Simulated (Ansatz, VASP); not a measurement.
## Mn: VASP beside Ansatz

Contents of INCAR:

```
SYSTEM = Mn
PREC = Accurate
ENCUT = 520
EDIFF = 1E-8
ISMEAR = -1
SIGMA = 0.03
LREAL = .FALSE.
LASPH = .TRUE.
NELM = 150
ALGO = Normal
ISIF = 2
LWAVE = .FALSE.
LCHARG = .FALSE.
ISPIN = 2
MAGMOM = 4
LORBIT = 11
LMAXMIX = 4
GGA = PE
LEFG = .TRUE.
NBANDS = 16
```

File KPOINTS:

```
Automatic mesh
0
G
  20 20 20
  0 0 0
```

The input POSCAR:

```
Mn
1.0
   -1.3864450114      1.3864450114      1.3864450114
    1.3864450114     -1.3864450114      1.3864450114
    1.3864450114      1.3864450114     -1.3864450114
Mn
1
Direct
    0.0000000000      0.0000000000      0.0000000000
```

Input for Ansatz:

```yaml
crystal:
  lattice:
    - [-1.3864450114, 1.3864450114, 1.3864450114]
    - [1.3864450114, -1.3864450114, 1.3864450114]
    - [1.3864450114, 1.3864450114, -1.3864450114]
  atoms:
    - { symbol: Mn, position: [0.0, 0.0, 0.0], spin: 4.0 }
magnetization:
  spin_polarized: true
kpoints:
  mp_grid: { grid: [20, 20, 20] }
scf:
  occupations: { method: fermi_dirac, width: 0.03 }
hamiltonian:
  xc: pbe
  pseudopotentials: { kind: paw }
output:
  forces: true
  stress: true
  eigenvalues: true
  efg: { contact_densities: true }
```

Change from the starting cell: volume scaled by 0.975, PAW files.

Alike in both runs: task electric field gradients; functional PBE; k mesh 20 × 20 × 20; occupations fermi-dirac, width 0.03 eV; collinear spin.

|  | VASP | Ansatz |
| --- | --- | --- |
| version | VASP 6.6.1 | Ansatz 0.2.0 |
| potentials or method | VASP PAW PBE potentials, release 64 (Mn_pv) | PAW with Ansatz's default frozen-core files, scalar-relativistic |
| plane-wave cutoff (eV) | 520 | 420 |
| valence electrons in the cell | 13 | 15 |

|  | VASP | Ansatz | Ansatz less VASP |
| --- | --- | --- | --- |
| pressure (GPa) | 6.7 | 6.7 | -0.04 |
| net moment per atom (μB) | 0.81 | 0.80 | -0.012 |
| size of the moment on the site where the two differ most (μB) | 0.81 | 0.79 | -0.016 |

Site moments also hang on the region over which each program counts them. VASP's potentials hold 13 valence electrons a cell and Ansatz's 15, so a difference there can come from the potentials and not from the codes.
